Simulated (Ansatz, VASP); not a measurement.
SiSn2 in VASP and in Ansatz

INCAR

```
PREC = Accurate ; ENCUT = 520
EDIFF = 1E-7 ; ISMEAR = 0
SIGMA = 0.1 ; LREAL = False
LASPH = True ; NELM = 80
ALGO = Fast ; ISIF = 2
LWAVE = False ; LCHARG = False
GGA = PE ; NBANDS = 41
```

KPOINTS

```
regular mesh
0
Gamma
  6 6 4
```

POSCAR

```
SiSn2
1.0
    5.2804542921      0.0000000000      0.0000000000
   -2.6402271460      4.5730075605      0.0000000000
    0.0000000000      0.0000000000      6.0354263110
Si Sn
2 4
Direct
    1.0000000000      0.0000000000      0.0000000000
    1.0000000000      0.0000000000      0.5000000000
    0.3333333333      0.6666666667      0.2500000000
    0.3333333333      0.6666666667      0.7500000000
    0.6666666667      0.3333333333      0.2500000000
    0.6666666667      0.3333333333      0.7500000000
```

Input for Ansatz:

```yaml
crystal:
  lattice:
    - [5.2804542921, 0.0, 0.0]
    - [-2.640227146, 4.5730075605, 0.0]
    - [0.0, 0.0, 6.035426311]
  atoms:
    - { symbol: Si, position: [1.0, 0.0, 0.0] }
    - { symbol: Si, position: [1.0, 0.0, 0.5] }
    - { symbol: Sn, position: [0.3333333333, 0.6666666667, 0.25] }
    - { symbol: Sn, position: [0.3333333333, 0.6666666667, 0.75] }
    - { symbol: Sn, position: [0.6666666667, 0.3333333333, 0.25] }
    - { symbol: Sn, position: [0.6666666667, 0.3333333333, 0.75] }
basis:
  ecutwfc: 420
kpoints:
  mp_grid: { grid: [6, 6, 4] }
hamiltonian:
  xc: pbe
scf:
  occupations: { method: gaussian, width: 0.1 }
output:
  forces: true
  stress: true
  eigenvalues: true
```

Alike in both runs: task single point; functional PBE; k mesh 6 × 6 × 4; occupations gaussian, width 0.1 eV; no spin polarisation.

|  | VASP | Ansatz |
| --- | --- | --- |
| version | VASP 6.6.1 | Ansatz 0.2.0 |
| potentials or method | VASP PAW PBE potentials, release 64 (Si, Sn_d), cutoff 520 eV | scalar-relativistic, plane waves, PAW |
| valence electrons in the cell | 64 | 64 |

Ansatz gave:

| Item | Value |
| --- | --- |
| gap on the k mesh at the Fermi level (eV) | none |
| pressure (GPa) | 0.0 |
| traceless stress, the component that is largest in VASP (GPa) | 1.52 |

Problem. Which values does VASP return?

Solution. gap on the k mesh at the Fermi level (eV): none; pressure (GPa): -0.1; traceless stress, the component that is largest in VASP (GPa): 1.52.

A gap of «none» marks a metal or a gap that the smearing closes.
